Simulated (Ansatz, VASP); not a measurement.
# One calculation of BeTe, two programs

INCAR

```
SYSTEM = BeTe
PREC = Accurate
ENCUT = 520
EDIFF = 1E-6
ISMEAR = -1
SIGMA = 0.05
LREAL = .FALSE.
LASPH = .TRUE.
NELM = 100
ALGO = Normal
ISIF = 2
LWAVE = .FALSE.
LCHARG = .FALSE.
GGA = PS
IVDW = 12
NBANDS = 11
```

Contents of KPOINTS:

```
regular mesh
0
G
  8 8 8
  0 0 0
```

The input POSCAR:

```
BeTe
1.0
    0.0000000000      2.7700000000      2.7700000000
    2.7700000000      0.0000000000      2.7700000000
    2.7700000000      2.7700000000      0.0000000000
Te Be
1 1
Direct
    0.7500000000      0.7500000000      0.7500000000
    0.0000000000      0.0000000000      0.0000000000
```

Contents of input.yaml:

```yaml
crystal:
  lattice:
    - [0.0, 2.77, 2.77]
    - [2.77, 0.0, 2.77]
    - [2.77, 2.77, 0.0]
  atoms:
    - { symbol: Te, position: [0.75, 0.75, 0.75] }
    - { symbol: Be, position: [0.0, 0.0, 0.0] }
hamiltonian:
  xc: pbesol
  pseudopotentials: { kind: paw }
  dispersion: d3bj
kpoints:
  mp_grid: { grid: [8, 8, 8] }
scf:
  occupations: { method: fermi_dirac, width: 0.05 }
output:
  forces: true
  stress: true
  eigenvalues: true
```

Alike in both runs: task single point; functional PBEsol; dispersion D3(BJ); k mesh 8 × 8 × 8; occupations fermi-dirac, width 0.05 eV; no spin polarisation.

```csv
,VASP,Ansatz
version,VASP 6.6.1,Ansatz 0.2.0
potentials or method,"VASP PAW PBE potentials, release 64 (Te, Be)",Ansatz PAW
plane-wave cutoff (eV),520,420
valence electrons in the cell,8,18
```

Ansatz gave:

| Item | Value |
| --- | --- |
| gap on the k mesh at the Fermi level (eV) | 1.75 |
| least direct gap on the mesh (eV) | 3.58 |
| pressure (GPa) | -0.1 |

What did VASP give for the same quantities?

gap on the k mesh at the Fermi level (eV): 1.73; least direct gap on the mesh (eV): 3.55; pressure (GPa): 0.2.

VASP's potentials were made for PBE, not for PBEsol. VASP's potentials hold 8 valence electrons a cell and Ansatz's 18, so a difference there can come from the potentials and not from the codes.

Spin-orbit coupling is off throughout.
